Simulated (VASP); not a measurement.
# BaS (P6_3/mmc) in VASP: further runs, part 2 of 2

VASP 6.6.1. Earlier steps stand in the parts before.

### Step 3. Single point, r2SCAN

This run uses another cell than the first one, of 40.03 Å³/atom.

Contents of POSCAR:

```
BaS
1.0
    5.3818559345      0.0000000000      0.0000000000
   -2.6909279672      4.6608239588      0.0000000000
    0.0000000000      0.0000000000      6.3833231674
Ba S
2 2
Direct
    0.3333333333      0.6666666667     -0.0625000000
    0.6666666667      0.3333333333      0.4375000000
    0.3333333333      0.6666666667      0.4375000000
    0.6666666667      0.3333333333      0.9375000000
```

Contents of INCAR.step1:

```
PREC = Accurate
ENCUT = 520
ISMEAR = 0
SIGMA = 0.01
LREAL = False
LASPH = True
NELM = 60
NBANDS = 24
GGA = PE
ALGO = Normal
EDIFF = 1E-4
LWAVE = True
LCHARG = False
```

Contents of INCAR.step2:

```
PREC = Accurate
ENCUT = 520
EDIFF = 1E-6
ISMEAR = 0
SIGMA = 0.01
LREAL = False
LASPH = True
NELM = 60
ALGO = Normal
ISIF = 2
LWAVE = False
LCHARG = False
METAGGA = R2SCAN
LMIXTAU = True
NBANDS = 24
ISTART = 1
```

Contents of KPOINTS:

```
regular mesh
0
Gamma
  6 6 4
```

Potentials or basis: VASP PAW PBE potentials, release 64 (Ba_sv, S).

Started as:

```console
$ cat potpaw_PBE.64/Ba_sv/POTCAR potpaw_PBE.64/S/POTCAR > POTCAR
$ cp INCAR.step1 INCAR
$ mpirun -np 1 vasp_std > vasp.out
$ cp INCAR.step2 INCAR
$ mpirun -np 1 vasp_std > vasp.out
```

OUTCAR:

```text
PREC = Accurate
   ENCUT = 520
   EDIFF = 1E-6
   ISMEAR = 0
   LREAL = False
   LASPH = True
   NELM = 60
   ISIF = 2
   METAGGA = R2SCAN
   ISTART = 1

 ion  position               nearest neighbor table
   1  0.333  0.667  0.938-   4 3.11   4 3.11   4 3.11   3 3.19   3 3.19   2 4.45   2 4.45   2 4.45
                             2 4.45   2 4.45   2 4.45
   2  0.667  0.333  0.438-   3 3.11   3 3.11   3 3.11   4 3.19   4 3.19   1 4.45   1 4.45   1 4.45
                             1 4.45   1 4.45   1 4.45
   3  0.333  0.667  0.438-   2 3.11   2 3.11   2 3.11   1 3.19   1 3.19
   4  0.667  0.333  0.938-   1 3.11   1 3.11   1 3.11   2 3.19   2 3.19

  LATTYP: Found a hexagonal cell.
 ALAT       =     5.3818559345
 C/A-ratio  =     1.1860821332

  Lattice vectors:

 A1 = (   5.3818559345,   0.0000000000,   0.0000000000)
 A2 = (  -2.6909279672,   4.6608239588,   0.0000000000)
 A3 = (   0.0000000000,   0.0000000000,   6.3833231674)

Analysis of symmetry for initial positions (statically):
=====================================================================
 Subroutine PRICEL returns:
 Original cell was already a primitive cell.

 Routine SETGRP: Setting up the symmetry group for a
 hexagonal supercell.

 Subroutine GETGRP returns: Found 24 space group operations
 (whereof  6 operations were pure point group operations)
 out of a pool of 24 trial point group operations.

The static configuration has the point symmetry C_3v.
 The point group associated with its full space group is D_6h.

Analysis of symmetry for dynamics (positions and initial velocities):
=====================================================================
 Subroutine PRICEL returns:
 Original cell was already a primitive cell.

 Routine SETGRP: Setting up the symmetry group for a
 hexagonal supercell.

 Subroutine GETGRP returns: Found 24 space group operations
 (whereof  6 operations were pure point group operations)
[... 119 lines left out ...]
   EFERMI_NEDOS =   21; number of points for ismear=-14 and -15
   IALGO  =     38    algorithm
   IMIX   =      4    mixing-type and parameters
     AMIX     =   0.40;   BMIX     =  1.00
     AMIX_MAG =   1.60;   BMIX_MAG =  1.00
  volume/ion in A,a.u.               =      40.03       270.13
  Fermi-wavevector in a.u.,A,eV,Ry     =   0.957145  1.808741 12.464652  0.916126
  Thomas-Fermi vector in A             =   2.086136
   LORBIT       =      0    0 simple, 1 ext, 2 COOP (PROOUT), +10 PAW based schemes
   METAGGA = R2SCAN    functional components
   LHFCALC =     F    Hartree Fock is set to
   AEXX    =    0.0000 exact exchange contribution
   IVDW    =     0    specifies the selected vdW correction
   LEPSILON=     F    determine dielectric tensor
   LRPA    =     F    only Hartree local field effects (RPA)
 non-spin polarized calculation
 Gauss-broadening in eV      SIGMA  =   0.01
  energy-cutoff  :      520.00
  volume of cell :      160.12
 maximum number of plane-waves:      4336
   NGX = 21   NGY = 21   NGZ = 23

 number of electron      31.9999998 magnetization

 Free energy of the ion-electron system (eV)
  ---------------------------------------------------
  ext. energy  EPLUGINS =         0.00000000
  ---------------------------------------------------
  free energy    TOTEN  =       -77.86689893 eV

  energy without entropy =      -77.86689893  energy(sigma->0) =      -77.86689893

 E-fermi :   0.3302     XC(G=0):  -7.9695

 val. band max:        0.2174191075   @ k =   0.0000   0.0000   0.0000
 cond. band min:       3.0390552429   @ k =   0.3333   0.3333   0.0000
 fundamental gap:      2.8216361354
 Fermi energy:         0.3301878435

 k-point     1 :       0.0000    0.0000    0.0000
  band No.  band energies     occupation
      1     -26.7916      2.00000
      2     -26.7375      2.00000
      3     -11.8379      2.00000
      4     -11.6831      2.00000
      5     -11.6831      2.00000
      6     -11.5271      2.00000
[... 556 lines left out ...]
     23       6.9238      0.00000
     24       6.9238      0.00000

------------------------ aborting loop because EDIFF is reached ----------------------------------------

  FORCE on cell =-STRESS in cart. coord.  units (eV):
  Direction    XX          YY          ZZ          XY          YZ          ZX
  --------------------------------------------------------------------------------------
  -------------------------------------------------------------------------------------
  Total        0.4092404      0.4092404      0.5017893      0.0000000     -0.0000000     -0.0000000
  in kB        4.0949396      4.0949396      5.0210017      0.0000000     -0.0000000     -0.0000000
  external PRESSURE =       4.4036269 kB  Pullay stress =       0.0000000 kB

 VOLUME and BASIS-vectors are now :
 -----------------------------------------------------------------------------
  energy-cutoff  :      520.00
  volume of cell :      160.12
      direct lattice vectors                 reciprocal lattice vectors
     5.381855934  0.000000000  0.000000000     0.185809507  0.107277169  0.000000000
    -2.690927967  4.660823959  0.000000000     0.000000000  0.214554338  0.000000000
     0.000000000  0.000000000  6.383323167     0.000000000  0.000000000  0.156658213

 POSITION                                       TOTAL-FORCE (eV/Angst)
 -----------------------------------------------------------------------------------
     -0.00000      3.10722      5.98437         0.000000     -0.000000      0.000000
      2.69093      1.55361      2.79270        -0.000000      0.000000     -0.000000
     -0.00000      3.10722      2.79270        -0.000000      0.000000     -0.000000
      2.69093      1.55361      5.98437         0.000000      0.000000      0.000000
 -----------------------------------------------------------------------------------
    total drift:                               -0.000000      0.000000      0.000000

  FREE ENERGIE OF THE ION-ELECTRON SYSTEM (eV)
  ---------------------------------------------------
  free  energy   TOTEN  =       -77.8668989321 eV

  energy  without entropy=      -77.8668989321  energy(sigma->0) =      -77.86689893
```

OUTCAR.step1:

```text
PREC = Accurate
   ENCUT = 520
   ISMEAR = 0
   LREAL = False
   LASPH = True
[... 793 lines left out ...]
     -0.00000      3.10722      5.98437        -0.000000      0.000000     -0.000000
      2.69093      1.55361      2.79270         0.000000     -0.000000     -0.000000
     -0.00000      3.10722      2.79270        -0.000000      0.000000      0.000000
      2.69093      1.55361      5.98437        -0.000000     -0.000000     -0.000000
 -----------------------------------------------------------------------------------
    total drift:                               -0.000000      0.000000      0.000000

  FREE ENERGIE OF THE ION-ELECTRON SYSTEM (eV)
  ---------------------------------------------------
  free  energy   TOTEN  =       -19.9855703435 eV

  energy  without entropy=      -19.9855703435  energy(sigma->0) =      -19.98557034
```

OSZICAR.step1:

```text
N       E                     dE             d eps       ncg     rms          rms(c)
DAV:   1     0.223615055643E+03    0.22362E+03   -0.13164E+04  1008   0.112E+03
DAV:   2    -0.343739345701E+01   -0.22705E+03   -0.21067E+03  1384   0.218E+02
DAV:   3    -0.210166248784E+02   -0.17579E+02   -0.17449E+02  1360   0.665E+01
DAV:   4    -0.216364971274E+02   -0.61987E+00   -0.61926E+00  1640   0.109E+01
DAV:   5    -0.216442202214E+02   -0.77231E-02   -0.77220E-02  1280   0.124E+00    0.693E+00
DAV:   6    -0.200406401906E+02    0.16036E+01   -0.32830E+00  1224   0.712E+00    0.476E+00
DAV:   7    -0.199590554040E+02    0.81585E-01   -0.96222E-01  1440   0.361E+00    0.325E+00
DAV:   8    -0.199600450205E+02   -0.98962E-03   -0.70592E-02  1272   0.131E+00    0.146E+00
DAV:   9    -0.199753532075E+02   -0.15308E-01   -0.32884E-02  1176   0.105E+00    0.344E-01
DAV:  10    -0.199818409375E+02   -0.64877E-02   -0.37988E-03  1304   0.279E-01    0.115E-01
DAV:  11    -0.199852738768E+02   -0.34329E-02   -0.43526E-03  1056   0.289E-01    0.614E-02
DAV:  12    -0.199855057181E+02   -0.23184E-03   -0.76650E-04  1168   0.985E-02    0.328E-02
DAV:  13    -0.199855703435E+02   -0.64625E-04   -0.10965E-04   920   0.493E-02
   1 F= -.19985570E+02 E0= -.19985570E+02  d E =-.314827E-40
```

It took 7.1 min on 1 thread of Intel Xeon 8259CL, shared host; peak memory 0.33 GiB.

What came out:

```
Free energy            : -77.8669 eV
Pressure               : 0.4 GPa
Band gap on the k mesh : 2.82 eV (least direct gap 2.97 eV)
```

Stress tensor (GPa, compression positive):
```
0.41 0.00 0.00
0.00 0.41 0.00
0.00 0.00 0.50
```

Caveat: the structure was generated, so it needn't be the stable form of BaS; the PAW data sets were made with another functional, which shifts forces and pressure a little; spin-orbit coupling is left out, which moves the levels of the heavy elements.

### Step 4. Single point, r2SCAN (41.23 Å³/atom)

This run uses another cell than the first one, of 41.23 Å³/atom.

Contents of POSCAR:

```
BaS
1.0
    5.4351451025      0.0000000000      0.0000000000
   -2.7175725512      4.7069737320      0.0000000000
    0.0000000000      0.0000000000      6.4465284974
Ba S
2 2
Direct
    0.3333333333      0.6666666667     -0.0625000000
    0.6666666667      0.3333333333      0.4375000000
    0.3333333333      0.6666666667      0.4375000000
    0.6666666667      0.3333333333      0.9375000000
```

Contents of INCAR.step1:

```
SYSTEM = BaS
PREC = Accurate
ENCUT = 520
ISMEAR = 0
SIGMA = 0.01
LREAL = .False.
LASPH = .True.
NELM = 60
NBANDS = 24
GGA = PE
ALGO = Normal
EDIFF = 1E-4
LWAVE = .True.
LCHARG = .False.
```

Contents of INCAR.step2:

```
SYSTEM = BaS
PREC = Accurate
ENCUT = 520
EDIFF = 1E-6
ISMEAR = 0
SIGMA = 0.01
LREAL = .False.
LASPH = .True.
NELM = 60
ALGO = Normal
ISIF = 2
LWAVE = .False.
LCHARG = .False.
METAGGA = R2SCAN
LMIXTAU = .True.
NBANDS = 24
ISTART = 1
```

Contents of KPOINTS:

```
Automatic mesh
0
Gamma
  6 6 4
  0 0 0
```

Potentials or basis: VASP PAW PBE potentials, release 64 (Ba_sv, S).

Started as:

```console
$ cat potpaw_PBE.64/Ba_sv/POTCAR potpaw_PBE.64/S/POTCAR > POTCAR
$ cp INCAR.step1 INCAR
$ mpirun -np 1 vasp_std > vasp.out
$ cp INCAR.step2 INCAR
$ mpirun -np 1 vasp_std > vasp.out
```

OUTCAR:

```text
SYSTEM = BaS
   PREC = Accurate
   ENCUT = 520
   EDIFF = 1E-6
   ISMEAR = 0
   LREAL = .False.
   LASPH = .True.
   NELM = 60
   ISIF = 2
   METAGGA = R2SCAN
   ISTART = 1

 ion  position               nearest neighbor table
   1  0.333  0.667  0.938-   4 3.14   4 3.14   4 3.14   3 3.22   3 3.22   2 4.50   2 4.50   2 4.50
                             2 4.50   2 4.50   2 4.50
   2  0.667  0.333  0.438-   3 3.14   3 3.14   3 3.14   4 3.22   4 3.22   1 4.50   1 4.50   1 4.50
                             1 4.50   1 4.50   1 4.50
   3  0.333  0.667  0.438-   2 3.14   2 3.14   2 3.14   1 3.22   1 3.22
   4  0.667  0.333  0.938-   1 3.14   1 3.14   1 3.14   2 3.22   2 3.22

  LATTYP: Found a hexagonal cell.
 ALAT       =     5.4351451025
 C/A-ratio  =     1.1860821332

  Lattice vectors:

 A1 = (   5.4351451025,   0.0000000000,   0.0000000000)
 A2 = (  -2.7175725512,   4.7069737320,   0.0000000000)
 A3 = (   0.0000000000,   0.0000000000,   6.4465284974)

Analysis of symmetry for initial positions (statically):
=====================================================================
 Subroutine PRICEL returns:
 Original cell was already a primitive cell.
[... 171 lines left out ...]

 E-fermi :   0.2012     XC(G=0):  -7.8508

 val. band max:        0.0931380933   @ k =   0.0000   0.0000   0.0000
 cond. band min:       2.9499878960   @ k =   0.3333   0.3333   0.0000
 fundamental gap:      2.8568498027
 Fermi energy:         0.2011615138

 k-point     1 :       0.0000    0.0000    0.0000
  band No.  band energies     occupation
      1     -27.0118      2.00000
      2     -26.9652      2.00000
      3     -12.0149      2.00000
      4     -11.8814      2.00000
      5     -11.8814      2.00000
      6     -11.7417      2.00000
[... 556 lines left out ...]
     23       6.6823      0.00000
     24       6.6823      0.00000

------------------------ aborting loop because EDIFF is reached ----------------------------------------

  FORCE on cell =-STRESS in cart. coord.  units (eV):
  Direction    XX          YY          ZZ          XY          YZ          ZX
  --------------------------------------------------------------------------------------
  -------------------------------------------------------------------------------------
  Total       -0.5441418     -0.5441418     -0.6464797     -0.0000000      0.0000000      0.0000000
  in kB       -5.2862028     -5.2862028     -6.2803901     -0.0000000      0.0000000      0.0000000
  external PRESSURE =      -5.6175986 kB  Pullay stress =       0.0000000 kB

 VOLUME and BASIS-vectors are now :
 -----------------------------------------------------------------------------
  energy-cutoff  :      520.00
  volume of cell :      164.92
      direct lattice vectors                 reciprocal lattice vectors
     5.435145102  0.000000000  0.000000000     0.183987728  0.106225364  0.000000000
    -2.717572551  4.706973732  0.000000000     0.000000000  0.212450729  0.000000000
     0.000000000  0.000000000  6.446528497     0.000000000  0.000000000  0.155122249

 POSITION                                       TOTAL-FORCE (eV/Angst)
 -----------------------------------------------------------------------------------
     -0.00000      3.13798      6.04362        -0.000000      0.000000      0.000000
      2.71757      1.56899      2.82036         0.000000      0.000000      0.000000
     -0.00000      3.13798      2.82036         0.000000     -0.000000      0.000000
      2.71757      1.56899      6.04362        -0.000000      0.000000     -0.000000
 -----------------------------------------------------------------------------------
    total drift:                               -0.000000      0.000000      0.000000

  FREE ENERGIE OF THE ION-ELECTRON SYSTEM (eV)
  ---------------------------------------------------
  free  energy   TOTEN  =       -77.8650695427 eV

  energy  without entropy=      -77.8650695427  energy(sigma->0) =      -77.86506954
```

OUTCAR.step1:

```text
SYSTEM = BaS
   PREC = Accurate
   ENCUT = 520
   ISMEAR = 0
   LREAL = .False.
   LASPH = .True.
   NELM = 60
[... 793 lines left out ...]
      2.71757      1.56899      2.82036        -0.000000      0.000000      0.000000
     -0.00000      3.13798      2.82036        -0.000000      0.000000     -0.000000
      2.71757      1.56899      6.04362         0.000000      0.000000      0.000000
 -----------------------------------------------------------------------------------
    total drift:                               -0.000000      0.000000      0.000000

  FREE ENERGIE OF THE ION-ELECTRON SYSTEM (eV)
  ---------------------------------------------------
  free  energy   TOTEN  =       -19.9850102935 eV

  energy  without entropy=      -19.9850102935  energy(sigma->0) =      -19.98501029
```

OSZICAR.step1:

```text
N       E                     dE             d eps       ncg     rms          rms(c)
DAV:   1     0.223433943625E+03    0.22343E+03   -0.13151E+04  1008   0.112E+03
DAV:   2    -0.179137351315E+01   -0.22523E+03   -0.21160E+03  1352   0.217E+02
DAV:   3    -0.208086373921E+02   -0.19017E+02   -0.18893E+02  1432   0.703E+01
DAV:   4    -0.216440541609E+02   -0.83542E+00   -0.83479E+00  1616   0.125E+01
DAV:   5    -0.216558280957E+02   -0.11774E-01   -0.11773E-01  1312   0.154E+00    0.672E+00
DAV:   6    -0.200329792630E+02    0.16228E+01   -0.33876E+00  1240   0.720E+00    0.460E+00
DAV:   7    -0.199573099130E+02    0.75669E-01   -0.97424E-01  1448   0.358E+00    0.324E+00
DAV:   8    -0.199581072279E+02   -0.79731E-03   -0.65688E-02  1296   0.125E+00    0.151E+00
DAV:   9    -0.199741333374E+02   -0.16026E-01   -0.33682E-02  1224   0.107E+00    0.361E-01
DAV:  10    -0.199810549749E+02   -0.69216E-02   -0.39493E-03  1280   0.279E-01    0.131E-01
DAV:  11    -0.199846883994E+02   -0.36334E-02   -0.46435E-03  1088   0.294E-01    0.558E-02
DAV:  12    -0.199849331603E+02   -0.24476E-03   -0.77609E-04  1184   0.966E-02    0.372E-02
DAV:  13    -0.199850102935E+02   -0.77133E-04   -0.13804E-04  1000   0.543E-02
   1 F= -.19985010E+02 E0= -.19985010E+02  d E =-.163091E-34
```

It took 7.4 min on 1 thread of Intel Xeon 8259CL, shared host; peak memory 0.33 GiB.

Results:

```yaml
Free_energy: -77.8651 eV
Pressure: -0.6 GPa
Band_gap_on_the_k_mesh: 2.86 eV (least direct gap 3.00 eV)
```

Levels at points of the mesh, in eV from the valence-band top:
```csv
k point,band 12,band 13,band 14,band 15,band 16,band 17,band 18,band 19,band 20,band 21
"(0.00, 0.00, 0.00)",-0.89,-0.85,-0.85,-0.46,0.00,3.03,4.14,4.14,5.31,5.91
"(0.50, 0.00, 0.00)",-0.81,-0.49,-0.42,-0.33,-0.30,3.54,3.69,3.85,5.47,5.69
"(0.00, 0.00, 0.50)",-1.18,-0.96,-0.96,-0.96,-0.96,4.05,4.05,5.91,5.91,5.91
"(0.50, 0.00, 0.50)",-1.46,-0.82,-0.82,-0.50,-0.50,4.17,4.17,5.37,5.37,6.02
```

Caveat: the structure was generated, so it needn't be the stable form of BaS; the PAW data sets were made with another functional, which shifts forces and pressure a little; spin-orbit coupling is left out, which moves the levels of the heavy elements.

### Step 5. Single point, r2SCAN (42.43 Å³/atom)

This run uses another cell than the first one, of 42.43 Å³/atom.

Contents of POSCAR:

```
BaS
1.0
    5.4874093193      0.0000000000      0.0000000000
   -2.7437046596      4.7522358715      0.0000000000
    0.0000000000      0.0000000000      6.5085181511
Ba S
2 2
Direct
    0.3333333333      0.6666666667     -0.0625000000
    0.6666666667      0.3333333333      0.4375000000
    0.3333333333      0.6666666667      0.4375000000
    0.6666666667      0.3333333333      0.9375000000
```

Edit INCAR.step1 of step 4 so:

```diff
@@ -7,3 +7,3 @@
 LASPH = .True.
-NELM = 60
+NELM = 100
 NBANDS = 24
```

Edit INCAR.step2 of step 4 so:

```diff
@@ -3,3 +3,3 @@
 ENCUT = 520
-EDIFF = 1E-6
+EDIFF = 1E-7
 ISMEAR = 0
@@ -8,3 +8,3 @@
 LASPH = .True.
-NELM = 60
+NELM = 100
 ALGO = Normal
```

Contents of KPOINTS:

```
regular mesh
0
Gamma
  6 6 4
  0 0 0
```

Started as:

```console
$ cat potpaw_PBE.64/Ba_sv/POTCAR potpaw_PBE.64/S/POTCAR > POTCAR
$ cp INCAR.step1 INCAR
$ mpirun -np 1 vasp_std > vasp.out
$ cp INCAR.step2 INCAR
$ mpirun -np 1 vasp_std > vasp.out
```

It took 11 min on 1 thread of Intel Xeon 8259CL, shared host; peak memory 0.35 GiB.

It converged, with:

```
Free energy            : -77.8354 eV
Pressure               : -1.4 GPa
Band gap on the k mesh : 2.89 eV (least direct gap 2.99 eV)
```

Stress tensor (GPa, compression positive):
```
-1.34  0.00  0.00
 0.00 -1.34  0.00
 0.00  0.00 -1.59
```

Levels at points of the mesh, in eV from the valence-band top:
| k point | band 14 | band 15 | band 16 | band 17 | band 18 | band 19 |
| --- | --- | --- | --- | --- | --- | --- |
| (0.00, 0.00, 0.00) | -0.82 | -0.48 | 0.00 | 2.99 | 4.14 | 4.14 |
| (0.50, 0.00, 0.00) | -0.43 | -0.33 | -0.29 | 3.55 | 3.69 | 3.84 |
| (0.00, 0.00, 0.50) | -0.92 | -0.92 | -0.92 | 4.00 | 4.00 | 5.83 |
| (0.50, 0.00, 0.50) | -0.78 | -0.49 | -0.49 | 4.15 | 4.15 | 5.31 |

Caveat: the structure was generated, so it needn't be the stable form of BaS; the PAW data sets were made with another functional, which shifts forces and pressure a little; spin-orbit coupling is left out, which moves the levels of the heavy elements.

### Step 6. Summary

```tsv
cell	gap on the mesh (eV)	pressure (GPa)
a = 5.327, b = 5.327, c = 6.319 Å, angles 90.0, 90.0, 120.0°, 4 atoms	2.78	1.6
a = 5.382, b = 5.382, c = 6.383 Å, angles 90.0, 90.0, 120.0°, 4 atoms	2.82	0.4
a = 5.435, b = 5.435, c = 6.447 Å, angles 90.0, 90.0, 120.0°, 4 atoms	2.86	-0.6
a = 5.487, b = 5.487, c = 6.509 Å, angles 90.0, 90.0, 120.0°, 4 atoms	2.89	-1.4
```

Alike in all rows: task single point; level r2SCAN; potentials or basis VASP PAW PBE potentials, release 64 (Ba_sv, S); no spin polarisation; k mesh 6 × 6 × 4; cutoff (eV) 520; smearing gaussian 0.01 eV.

Caveats: the structure was generated, so it needn't be the stable form of BaS; the PAW data sets were made with another functional, which shifts forces and pressure a little; spin-orbit coupling is left out, which moves the levels of the heavy elements.

Total energies depend on the potentials used, so only differences within one code and one set of settings carry meaning.
